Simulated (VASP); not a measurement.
# YAl2N3 (P-3m1) in VASP: a series of runs, part 2 of 2

VASP 6.6.1.

## Step 4: Single point, PBE, collinear spin, ferromagnetic start

Input file INCAR:

```
PREC = Accurate
ENCUT = 520
EDIFF = 1E-7
ISMEAR = 0
SIGMA = 0.1
LREAL = False
LASPH = True
NELM = 150
ALGO = Normal
ISIF = 2
LWAVE = False
LCHARG = False
ISPIN = 2
MAGMOM = 0 0 0 1 1 1
LORBIT = 11
LMAXMIX = 4
GGA = PE
NBANDS = 29
```

Input file KPOINTS:

```
regular mesh
0
Gamma
  6 6 2
```

Input file POSCAR:

```
YAl2N3
1.0
    3.5597500800      0.0000000000      0.0000000000
   -1.7798750400      3.0828340000      0.0000000000
    0.0000000000      0.0000000000      8.9295368600
Y Al N
1 2 3
Direct
    0.0000000000      0.0000000000      0.0000000000
    0.3333333300      0.6666666700      0.5312521600
    0.6666666700      0.3333333300      0.4687478400
    0.5000000000      0.0000000000      0.0000000000
    0.0000000000      0.5000000000      0.0000000000
    0.5000000000      0.5000000000      0.0000000000
```

Potentials or basis: VASP PAW PBE potentials, release 64 (Y_sv, Al, N).

On the command line:

```sh
$ cat potpaw_PBE.64/Y_sv/POTCAR potpaw_PBE.64/Al/POTCAR potpaw_PBE.64/N/POTCAR > POTCAR
$ mpirun -np 1 vasp_std > vasp.out
```

OUTCAR:

```text
PREC = Accurate
   ENCUT = 520
   EDIFF = 1E-7
   ISMEAR = 0
   LREAL = False
   LASPH = True
   NELM = 150
   ISIF = 2
   ISPIN = 2
   LORBIT = 11
   GGA = PE

 ion  position               nearest neighbor table
   1  0.000  0.000  0.000-   5 1.78   6 1.78   5 1.78   6 1.78   4 1.78   4 1.78
   2  0.333  0.667  0.531-   3 2.13   3 2.13   3 2.13
   3  0.667  0.333  0.469-   2 2.13   2 2.13   2 2.13
   4  0.500  0.000  0.000-   1 1.78   1 1.78
   5  0.000  0.500  0.000-   1 1.78   1 1.78
   6  0.500  0.500  0.000-   1 1.78   1 1.78

  LATTYP: Found a hexagonal cell.
 ALAT       =     3.5597500800
 C/A-ratio  =     2.5084729712

  Lattice vectors:

 A1 = (   3.5597500800,   0.0000000000,   0.0000000000)
 A2 = (  -1.7798750400,   3.0828340000,   0.0000000000)
 A3 = (   0.0000000000,   0.0000000000,   8.9295368600)

Analysis of symmetry for initial positions (statically):
=====================================================================
 Subroutine PRICEL returns:
 Original cell was already a primitive cell.

 Routine SETGRP: Setting up the symmetry group for a
 hexagonal supercell.

 Subroutine GETGRP returns: Found 12 space group operations
 (whereof 12 operations were pure point group operations)
 out of a pool of 24 trial point group operations.

The static configuration has the point symmetry D_3d.

Analysis of symmetry for dynamics (positions and initial velocities):
=====================================================================
 Subroutine PRICEL returns:
 Original cell was already a primitive cell.

 Routine SETGRP: Setting up the symmetry group for a
 hexagonal supercell.

 Subroutine GETGRP returns: Found 12 space group operations
 (whereof 12 operations were pure point group operations)
[... 169 lines left out ...]
 Fermi energy:         3.6110864517

 spin component 1

 k-point     1 :       0.0000    0.0000    0.0000
  band No.  band energies     occupation
      1     -37.3433      1.00000
      2     -19.9162      1.00000
      3     -19.9162      1.00000
      4     -16.8187      1.00000
      5     -15.8021      1.00000
      6      -9.4675      1.00000
[... 423 lines left out ...]
     27      12.1520      0.00000
     28      12.3707      0.00000
 Fermi energy:         3.6110864517

 spin component 2

 k-point     1 :       0.0000    0.0000    0.0000
  band No.  band energies     occupation
      1     -37.3433      1.00000
      2     -19.9162      1.00000
      3     -19.9162      1.00000
      4     -16.8187      1.00000
      5     -15.8022      1.00000
      6      -9.4675      1.00000
[... 423 lines left out ...]
     27      12.1521      0.00000
     28      12.3708      0.00000
 [bands above 28 left out]

------------------------ aborting loop because EDIFF is reached ----------------------------------------

  FORCE on cell =-STRESS in cart. coord.  units (eV):
  Direction    XX          YY          ZZ          XY          YZ          ZX
  --------------------------------------------------------------------------------------
  -------------------------------------------------------------------------------------
  Total       81.9562762     81.9562761      1.0040740      0.0000000     -0.0000000      0.0000000
  in kB     1339.9673511   1339.9673508     16.4163927      0.0000000     -0.0000000      0.0000000
  external PRESSURE =     898.7836982 kB  Pullay stress =       0.0000000 kB

 VOLUME and BASIS-vectors are now :
 -----------------------------------------------------------------------------
  energy-cutoff  :      520.00
  volume of cell :       97.99
      direct lattice vectors                 reciprocal lattice vectors
     3.559750080  0.000000000  0.000000000     0.280918598  0.162188428  0.000000000
    -1.779875040  3.082834000  0.000000000     0.000000000  0.324376856  0.000000000
     0.000000000  0.000000000  8.929536860     0.000000000  0.000000000  0.111987891

 POSITION                                       TOTAL-FORCE (eV/Angst)
 -----------------------------------------------------------------------------------
      0.00000      0.00000      0.00000         0.000000      0.000000      0.000000
     -0.00000      2.05522      4.74384         0.000000      0.000000      3.829839
      1.77988      1.02761      4.18570        -0.000000      0.000000     -3.829839
      1.77988      0.00000      0.00000         0.000000      0.000000      0.000000
     -0.88994      1.54142      0.00000         0.000000      0.000000      0.000000
      0.88994      1.54142      0.00000         0.000000      0.000000      0.000000
 -----------------------------------------------------------------------------------
    total drift:                               -0.000000      0.000000     -0.000000

  FREE ENERGIE OF THE ION-ELECTRON SYSTEM (eV)
  ---------------------------------------------------
  free  energy   TOTEN  =       -13.6603305650 eV

  energy  without entropy=      -13.6473945866  energy(sigma->0) =      -13.65386258

 total charge

# of ion       s       p       d       f       tot
--------------------------------------------------
    1        2.447   8.055   3.953   1.184  15.639
    2        0.553   0.468   0.000   0.000   1.021
    3        0.553   0.468   0.000   0.000   1.021
    4        1.408   2.418   0.000   0.000   3.826
    5        1.408   2.418   0.000   0.000   3.826
    6        1.408   2.418   0.000   0.000   3.826
--------------------------------------------------
tot          7.777  16.246   3.953   1.184  29.159

 magnetization (x)

# of ion       s       p       d       f       tot
--------------------------------------------------
    1       -0.000  -0.000  -0.000  -0.000  -0.000
    2        0.000   0.000   0.000   0.000   0.000
    3        0.000   0.000   0.000   0.000   0.000
    4        0.000   0.000   0.000   0.000   0.000
    5        0.000   0.000   0.000   0.000   0.000
    6        0.000   0.000   0.000   0.000   0.000
--------------------------------------------------
tot          0.000   0.000  -0.000  -0.000   0.000
```

OSZICAR:

```text
N       E                     dE             d eps       ncg     rms          rms(c)
DAV:   1     0.209389374379E+03    0.20939E+03   -0.14734E+04  1624   0.993E+02
DAV:   2    -0.498569397192E+01   -0.21438E+03   -0.18794E+03  2174   0.247E+02
[... 18 lines left out ...]
DAV:  21    -0.136603319265E+02    0.26928E-04   -0.68507E-05  2034   0.342E-02    0.490E-02
DAV:  22    -0.136603303727E+02    0.15537E-05   -0.15472E-05  2110   0.134E-02    0.306E-02
DAV:  23    -0.136603317764E+02   -0.14036E-05   -0.28966E-06  2151   0.570E-03    0.149E-02
DAV:  24    -0.136603307787E+02    0.99764E-06   -0.73024E-07  1685   0.263E-03    0.774E-03
DAV:  25    -0.136603305463E+02    0.23246E-06   -0.41918E-07  1720   0.223E-03    0.103E-03
DAV:  26    -0.136603305650E+02   -0.18739E-07   -0.58738E-08  1337   0.963E-04
   1 F= -.13660331E+02 E0= -.13653863E+02  d E =-.129360E-01  mag=     0.0005
```

stdout:

```text
POSCAR found type information on POSCAR Y AlN
 POSCAR found :  3 types and       6 ions
 scaLAPACK will be used
 LDA part: xc-table for (Slater+PW92), standard interpolation
 POSCAR, INCAR and KPOINTS ok, starting setup
 FFT: planning ... GRIDC
 FFT: planning ... GRID_SOFT
 FFT: planning ... GRID
 WAVECAR not read
 entering main loop
```

Wall time 1.7 min (1 thread of AMD EPYC 9R45 (Zen 5), shared host); peak memory 0.27 GiB.

Results:

* Free energy: -13.6603 eV
* Pressure: 89.9 GPa
* Largest force: 3.830 eV/Å
* Band gap on the k mesh: zero (filled and empty bands overlap)
* Net moment: 0.00 μB per cell
* Valence electrons inside the program's atomic spheres: Y 15.64; Al 1.02; N 3.83

Forces in eV/Å, atoms in the order of the input:
```
Y    0.000  0.000  0.000
Al   0.000  0.000  3.830
Al   0.000  0.000 -3.830
N    0.000  0.000  0.000
N    0.000  0.000  0.000
N    0.000  0.000  0.000
```

Stress tensor (GPa, compression positive):
```
134.00   0.00   0.00
  0.00 134.00   0.00
  0.00   0.00   1.64
```

Levels at points of the mesh, in eV from the Fermi level:
Spin up:
| k point | band 12 | band 13 | band 14 | band 15 | band 16 | band 17 | band 18 | band 19 |
| --- | --- | --- | --- | --- | --- | --- | --- | --- |
| (0.00, 0.00, 0.00) | -0.37 | -0.37 | 0.47 | 0.88 | 0.88 | 2.05 | 2.61 | 2.61 |
| (0.50, 0.00, 0.00) | -4.91 | -2.79 | -1.80 | -0.82 | 0.09 | 0.41 | 0.50 | 1.51 |
| (0.00, 0.00, 0.50) | -0.37 | -0.37 | 0.88 | 0.88 | 2.03 | 2.05 | 2.41 | 2.61 |
| (0.50, 0.00, 0.50) | -4.91 | -2.77 | -1.80 | -0.82 | 0.07 | 0.33 | 0.50 | 1.21 |
Spin down:
```
           k point  band 13  band 14  band 15  band 16  band 17  band 18
(0.00, 0.00, 0.00)    -0.37     0.47     0.88     0.88     2.05     2.61
(0.50, 0.00, 0.00)    -2.79    -1.80    -0.82     0.09     0.41     0.50
(0.00, 0.00, 0.50)    -0.37     0.88     0.88     2.03     2.05     2.41
(0.50, 0.00, 0.50)    -2.77    -1.80    -0.82     0.07     0.33     0.50
```

Caveat: forces of over 1 eV/Å act on the atoms, so gaps and moduli don't describe the material at rest.

## Step 5: The runs side by side

| task | spin | cell | cutoff (eV) | gap on the mesh (eV) | pressure (GPa) | largest force (eV/Å) |
| --- | --- | --- | --- | --- | --- | --- |
| single point | off | as given | 520 | none | 89.9 | 3.83 |
| relaxation of cell and atoms | off | relaxed | 600 | none | 0.1 | 0.01 |
| single point | collinear, ferromagnetic start | as given | 520 | none | 89.9 | 3.83 |

Alike in all rows: level PBE; potentials or basis VASP PAW PBE potentials, release 64 (Y_sv, Al, N); k mesh 6 × 6 × 2; smearing gaussian 0.1 eV.

Caveats: forces of over 1 eV/Å act on the atoms, so gaps and moduli don't describe the material at rest (some runs).

Absolute energies hang on the potentials; compare differences alone.
